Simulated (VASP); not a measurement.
# Sb (I4/mmm) in VASP: single point with PBEsol

Aim: the single point of Sb with PBEsol.

Everything below comes from runs of VASP 6.6.1. Logs are shortened: lines on timing, memory, paths and dates and some standing lists are left out, and cuts for length are marked.

**1. The cell of the first run**

It takes space group I4/mmm (No. 139, tetragonal). The conventional cell has a = 3.397 Å, b = 3.397 Å, c = 4.674 Å, α = 90.00°, β = 90.00°, γ = 90.00°. Within 4.4 Å of Sb (site symmetry 4/mmm) lie 12 Sb at 3.35 to 3.40 Å.

**2. Single point, PBEsol**

File INCAR:

```
SYSTEM = Sb
ALGO     = Normal         ! electronic algorithm
EDIFF    = 1E-6           ! SCF threshold, eV
ENCUT    = 520            ! plane-wave cutoff, eV
GGA      = PS             ! functional
ISIF     = 2              ! what is computed and relaxed
ISMEAR   = 0              ! smearing method
LASPH    = .TRUE.         ! aspherical terms in the spheres
LCHARG   = .FALSE.        ! write CHGCAR
LREAL    = .FALSE.        ! projectors in reciprocal space
LWAVE    = .FALSE.        ! write WAVECAR
NBANDS   = 8              ! bands
NELM     = 100            ! most SCF steps
PREC     = Accurate       ! precision mode
SIGMA    = 0.15           ! smearing width, eV
```

File KPOINTS:

```
k-points
0
G
  24 24 24
  0 0 0
```

File POSCAR:

```
Sb
1.0
   -1.6982764303      1.6982764303      2.3370776934
    1.6982764303     -1.6982764303      2.3370776934
    1.6982764303      1.6982764303     -2.3370776934
Sb
1
Direct
    0.0000000000      0.0000000000      0.0000000000
```

Potentials or basis: VASP PAW PBE potentials, release 64 (Sb).

Launch:

```bash
cat potpaw_PBE.64/Sb/POTCAR > POTCAR
mpirun -np 1 vasp_std > vasp.out
```

OUTCAR:

```text
SYSTEM = Sb
   EDIFF = 1E-6
   ENCUT = 520
   GGA = PS
   ISIF = 2
   ISMEAR = 0
   LASPH = .TRUE.
   LREAL = .FALSE.
   NELM = 100
   PREC = Accurate

 ion  position               nearest neighbor table
   1  0.000  0.000  0.000-

  LATTYP: Found a body centered tetragonal cell.
 ALAT       =     3.3965528606
 C/A-ratio  =     1.3761468108

  Lattice vectors:

 A1 = (  -1.6982764303,   1.6982764303,   2.3370776934)
 A2 = (   1.6982764303,  -1.6982764303,   2.3370776934)
 A3 = (   1.6982764303,   1.6982764303,  -2.3370776934)

Analysis of symmetry for initial positions (statically):
=====================================================================
 Subroutine PRICEL returns:
 Original cell was already a primitive cell.

 Routine SETGRP: Setting up the symmetry group for a
 body centered tetragonal supercell.

 Subroutine GETGRP returns: Found 16 space group operations
 (whereof 16 operations were pure point group operations)
 out of a pool of 16 trial point group operations.

The static configuration has the point symmetry D_4h.

Analysis of symmetry for dynamics (positions and initial velocities):
=====================================================================
 Subroutine PRICEL returns:
 Original cell was already a primitive cell.

 Routine SETGRP: Setting up the symmetry group for a
 body centered tetragonal supercell.

 Subroutine GETGRP returns: Found 16 space group operations
 (whereof 16 operations were pure point group operations)
 out of a pool of 16 trial point group operations.

The dynamic configuration has the point symmetry D_4h.

 Subroutine INISYM returns: Found 16 space group operations
 (whereof 16 operations are pure point group operations),
 and found     1 'primitive' translations

----------------------------------------------------------------------------------------

                                     Primitive cell

  volume of cell :      26.9619

  direct lattice vectors                    reciprocal lattice vectors
    -1.698276430  1.698276430  2.337077693     0.000000000  0.294416145  0.213942395
     1.698276430 -1.698276430  2.337077693     0.294416145  0.000000000  0.213942395
     1.698276430  1.698276430 -2.337077693     0.294416145  0.294416145  0.000000000

  length of vectors
     3.351151714  3.351151714  3.351151714     0.363939851  0.363939851  0.416367305

  position of ions in fractional coordinates (direct lattice)
     0.000000000  0.000000000  0.000000000

  ion indices of the primitive-cell ions
   primitive index   ion index
                 1           1

----------------------------------------------------------------------------------------

 KPOINTS: k-points

Automatic generation of k-mesh.
 Grid dimensions read from file:
 generate k-points for:   24   24   24

 Generating k-lattice:

  Cartesian coordinates                     Fractional coordinates (reciprocal lattice)
     0.000000000  0.012267339  0.008914266     0.041666667  0.000000000  0.000000000
     0.012267339  0.000000000  0.008914266     0.000000000  0.041666667  0.000000000
     0.012267339  0.012267339  0.000000000     0.000000000  0.000000000  0.041666667

  Length of vectors
     0.015164160  0.015164160  0.017348638

  Shift w.r.t. Gamma in fractional coordinates (k-lattice)
     0.000000000  0.000000000  0.000000000

 Subroutine IBZKPT returns following result:
 ===========================================

 Found   1063 irreducible k-points:

 Following reciprocal coordinates:
            Coordinates               Weight
  0.000000  0.000000  0.000000      1.000000
  0.041667 -0.000000  0.000000      8.000000
  0.083333 -0.000000  0.000000      8.000000
  0.125000 -0.000000  0.000000      8.000000
  0.166667  0.000000 -0.000000      8.000000
  0.208333  0.000000  0.000000      8.000000
[... 16 lines left out ...]
  0.416667  0.041667  0.000000     16.000000
  0.458333  0.041667  0.000000     16.000000
 [... further k-points ...]
   k-points           NKPTS =   1063   k-points in BZ     NKDIM =   1063   number of bands    NBANDS=      8
   number of dos      NEDOS =    301   number of ions     NIONS =      1
   total plane-waves  NPLWV =  21952
   dimension x,y,z NGX =    28 NGY =   28 NGZ =   28
   dimension x,y,z NGXF=    56 NGYF=   56 NGZF=   56
   ions per type =               1
   NGX,Y,Z   is equivalent  to a cutoff of  13.89, 13.89, 13.89 a.u.
   NGXF,Y,Z  is equivalent  to a cutoff of  27.78, 27.78, 27.78 a.u.
 SYSTEM =  Sb
   PREC   = accura    normal or accurate (medium, high low for compatibility)
   ISTART =      0    job   : 0-new  1-cont  2-samecut
   ICHARG =      2    charge: 1-file 2-atom 10-const
   ISPIN  =      1    spin polarized calculation?
   LNONCOLLINEAR =      F non collinear calculations
   LSORBIT =      F    spin-orbit coupling
   LASPH  =      T    aspherical Exc in radial PAW
   ENCUT  =  520.0 eV  38.22 Ry    6.18 a.u.   6.23  6.23  6.23*2*pi/ulx,y,z
   NELM   =    100;   NELMIN=  2; NELMDL= -5     # of ELM steps
   EDIFF  = 0.1E-05   stopping-criterion for ELM
   LREAL  =      F    real-space projection
   EDIFFG = 0.1E-04   stopping-criterion for IOM
   NSW    =      0    number of steps for IOM
   IBRION =     -1    ionic relax: 0-MD 1-quasi-New 2-CG
   NFREE  =      0    steps in history (QN), initial steepest desc. (CG)
   ISIF   =      2    stress and relaxation
   ISYM   =      2    0-nonsym 1-usesym 2-fastsym
   POTIM  = 0.5000    time-step for ionic-motion
   TEBEG  =    0.0;   TEEND  =   0.0 temperature during run
   PSTRESS=    0.0 pullay stress
   NELECT =       5.0000    total number of electrons
   NUPDOWN=      -1.0000    fix difference up-down
   EMIN   =  10.00;   EMAX   =-10.00  energy-range for DOS
   EFERMI =   0.00;   METHOD = LEGACY
   ISMEAR =     0;   SIGMA  =   0.15  broadening in eV -4-tet -1-fermi 0-gaus
   EFERMI_NEDOS =   21; number of points for ismear=-14 and -15
   IALGO  =     38    algorithm
   IMIX   =      4    mixing-type and parameters
     AMIX     =   0.40;   BMIX     =  1.00
     AMIX_MAG =   1.60;   BMIX_MAG =  1.00
  volume/ion in A,a.u.               =      26.96       181.95
  Fermi-wavevector in a.u.,A,eV,Ry     =   0.933573  1.764197 11.858269  0.871558
  Thomas-Fermi vector in A             =   2.060288
   LORBIT       =      0    0 simple, 1 ext, 2 COOP (PROOUT), +10 PAW based schemes
   GGA     = PS    functional components
   LHFCALC =     F    Hartree Fock is set to
   AEXX    =    0.0000 exact exchange contribution
   IVDW    =     0    specifies the selected vdW correction
   LEPSILON=     F    determine dielectric tensor
   LRPA    =     F    only Hartree local field effects (RPA)
 non-spin polarized calculation
 Gauss-broadening in eV      SIGMA  =   0.15
  energy-cutoff  :      520.00
  volume of cell :       26.96
 maximum number of plane-waves:       744
 NGX is ok and might be reduce to    28
   NGX = 13   NGY = 13   NGZ = 13

 number of electron       5.0000000 magnetization

 Free energy of the ion-electron system (eV)
  ---------------------------------------------------
  ext. energy  EPLUGINS =         0.00000000
  ---------------------------------------------------
  free energy    TOTEN  =        -4.29779318 eV

  energy without entropy =       -4.29053470  energy(sigma->0) =       -4.29416394

 E-fermi :   8.3701     XC(G=0): -10.3285

 val. band max:        8.3660588231   @ k =  -0.2500   0.4167   0.0833
 cond. band min:       8.3713084759   @ k =  -0.0833  -0.2500   0.0833
 fundamental gap:      0.0052496529
 Fermi energy:         8.3701335046

 k-point     1 :       0.0000    0.0000    0.0000
  band No.  band energies     occupation
      1      -4.5681      2.00000
      2      13.6512      0.00000
      3      13.6715      0.00000
      4      13.6715      0.00000
      5      18.2943      0.00000
      6      18.2943      0.00000
      7      18.4655      0.00000
      8      18.6200      0.00000

 k-point     2 :       0.0417   -0.0000    0.0000
  band No.  band energies     occupation
      1      -4.5337      2.00000
      2      13.3069      0.00000
      3      13.6175      0.00000
      4      13.6176      0.00000
      5      17.8308      0.00000
      6      18.3749      0.00000
      7      18.4807      0.00000
      8      19.3929      0.00000

 k-point     3 :       0.0833   -0.0000    0.0000
  band No.  band energies     occupation
      1      -4.4307      2.00000
      2      12.4133      0.00000
      3      13.4693      0.00000
      4      13.5032      0.00000
      5      17.4209      0.00000
      6      18.5919      0.00000
      7      18.6887      0.00000
      8      20.2547      0.00000

 k-point     4 :       0.1250   -0.0000    0.0000
  band No.  band energies     occupation
      1      -4.2595      2.00000
      2      11.2626      0.00000
      3      13.2570      0.00000
      4      13.3383      0.00000
      5      17.1238      0.00000
      6      18.8616      0.00000
      7      18.9778      0.00000
      8      20.9109      0.00000

 k-point     5 :       0.1667    0.0000   -0.0000
  band No.  band energies     occupation
      1      -4.0209      2.00000
      2      10.0217      0.00000
      3      13.0126      0.00000
      4      13.1472      0.00000
      5      16.8933      0.00000
      6      18.9980      0.00000
      7      19.2193      0.00000
      8      20.7055      0.00000

 k-point     6 :       0.2083    0.0000    0.0000
  band No.  band energies     occupation
      1      -3.7162      2.00000
      2       8.7699      0.00016
      3      12.7615      0.00000
      4      12.9502      0.00000
      5      16.7147      0.00000
      6      18.8347      0.00000
      7      19.1890      0.00000
      8      20.5210      0.00000

 k-point     7 :       0.2500   -0.0000    0.0000
  band No.  band energies     occupation
      1      -3.3480      2.00000
      2       7.5471      2.00000
      3      12.5213      0.00000
      4      12.7621      0.00000
      5      16.5835      0.00000
      6      18.5049      0.00000
      7      18.9021      0.00000
      8      20.0720      0.00000
[... 133 lines left out ...]
 k-point    20 :       0.2917    0.0417    0.0000
  band No.  band energies     occupation
      1      -2.7311      2.00000
      2       6.0140      2.00000
      3      11.7129      0.00000
      4      12.7340      0.00000
      5      16.6967      0.00000
      6      17.8853      0.00000
      7      18.4898      0.00000
      8      19.7264      0.00000

 k-point    21 :       0.3333    0.0417    0.0000
  band No.  band energies     occupation
      1      -2.2389      2.00000
      2       4.9511      2.00000
      3      11.5857      0.00000
      4      12.5364      0.00000
      5      16.6658      0.00000
      6      17.5725      0.00000
      7      18.1799      0.00000
      8      19.3452      0.00000

 k-point    22 :       0.3750    0.0417   -0.0000
  band No.  band energies     occupation
      1      -1.7223      2.00000
      2       3.9964      2.00000
      3      11.5048      0.00000
      4      12.3615      0.00000
      5      16.6631      0.00000
      6      17.3022      0.00000
      7      17.9529      0.00000
      8      19.0358      0.00000

 k-point    23 :       0.4167    0.0417    0.0000
  band No.  band energies     occupation
      1      -1.2302      2.00000
      2       3.2030      2.00000
      3      11.4702      0.00000
      4      12.2161      0.00000
      5      16.6809      0.00000
      6      17.0794      0.00000
      7      17.8155      0.00000
      8      18.8178      0.00000

 k-point    24 :       0.4583    0.0417    0.0000
  band No.  band energies     occupation
      1      -0.8722      2.00000
      2       2.6827      2.00000
      3      11.4807      0.00000
      4      12.1065      0.00000
      5      16.7001      0.00000
      6      16.9228      0.00000
      7      17.7612      0.00000
      8      18.7081      0.00000

 [... further k-points ...]

------------------------ aborting loop because EDIFF is reached ----------------------------------------

  FORCE on cell =-STRESS in cart. coord.  units (eV):
  Direction    XX          YY          ZZ          XY          YZ          ZX
  --------------------------------------------------------------------------------------
  -------------------------------------------------------------------------------------
  Total       -0.2958235     -0.2958235     -0.3684309      0.0000000      0.0000000      0.0000000
  in kB      -17.5789669    -17.5789669    -21.8935776      0.0000000      0.0000000      0.0000000
  external PRESSURE =     -19.0171705 kB  Pullay stress =       0.0000000 kB

 VOLUME and BASIS-vectors are now :
 -----------------------------------------------------------------------------
  energy-cutoff  :      520.00
  volume of cell :       26.96
      direct lattice vectors                 reciprocal lattice vectors
    -1.698276430  1.698276430  2.337077693     0.000000000  0.294416145  0.213942395
     1.698276430 -1.698276430  2.337077693     0.294416145  0.000000000  0.213942395
     1.698276430  1.698276430 -2.337077693     0.294416145  0.294416145  0.000000000

 POSITION                                       TOTAL-FORCE (eV/Angst)
 -----------------------------------------------------------------------------------
      0.00000      0.00000      0.00000         0.000000     -0.000000      0.000000
 -----------------------------------------------------------------------------------
    total drift:                                0.000000      0.000000      0.000000

  FREE ENERGIE OF THE ION-ELECTRON SYSTEM (eV)
  ---------------------------------------------------
  free  energy   TOTEN  =        -4.2977931841 eV

  energy  without entropy=       -4.2905347046  energy(sigma->0) =       -4.29416394
```

Wall time 4.7 min (1 thread of Intel Xeon 8259CL, shared host); peak memory 0.35 GiB.

Results:

- Free energy: -4.2978 eV
- Pressure: -1.9 GPa
- Band gap on the k mesh: zero (an odd number of electrons rules out a gap without spin polarisation)

Caveat: the PAW data sets were made with another functional, which shifts forces and pressure a little; spin-orbit coupling is left out, which moves the levels of the heavy elements.
